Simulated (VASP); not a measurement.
A run of VASP 6.6.1 is set up as follows.

INCAR

```
ALGO     = Normal         # electronic algorithm
EDIFF    = 1E-6           # SCF threshold, eV
ENCUT    = 520            # plane-wave cutoff, eV
GGA      = PE             # functional
ISIF     = 2              # what is computed and relaxed
ISMEAR   = 0              # smearing method
LASPH    = True           # aspherical terms in the spheres
LCHARG   = False          # write CHGCAR
LREAL    = False          # projectors in reciprocal space
LWAVE    = False          # write WAVECAR
NBANDS   = 24             # bands
NELM     = 60             # most SCF steps
PREC     = Accurate       # precision mode
SIGMA    = 0.2            # smearing width, eV
```

File KPOINTS:

```
k-points
0
Gamma
  4 4 4
```

POSCAR

```
Be3Te4
1.0
    5.4628133974     -0.0062577462      0.0016995803
   -0.0061384078      5.4714702248     -0.0002241045
   -2.7264111754     -2.7330591444      5.7919105072
Be Te
3 4
Direct
    0.7503408313      0.2500880423      0.5001775908
    0.2500001103      0.7500570359      0.5002939837
    0.5000434018      0.5003007910      0.0005324076
    0.8796201231      0.3695131408      0.2488775544
    0.3698194392      0.8795573032      0.2493736021
    0.1203109780      0.1203652219      0.7504397756
    0.6298651163      0.6301184648      0.7503050858
```

Potentials or basis: VASP PAW PBE potentials, release 64 (Be, Te).

Run with:

```bash
$ cat potpaw_PBE.64/Be/POTCAR potpaw_PBE.64/Te/POTCAR > POTCAR
$ mpirun -np 1 vasp_std > vasp.out
```

(1) What does it give for the largest force?

(2) Predict the pressure.

(3) Predict the band gap on the k mesh.

Results:

(1) 0.015 eV/Å.

(2) 0.1 GPa.

(3) zero (bands 15 and 16 overlap by 1.10 eV).

Caveat: spin-orbit coupling is left out, which moves the levels of the heavy elements.
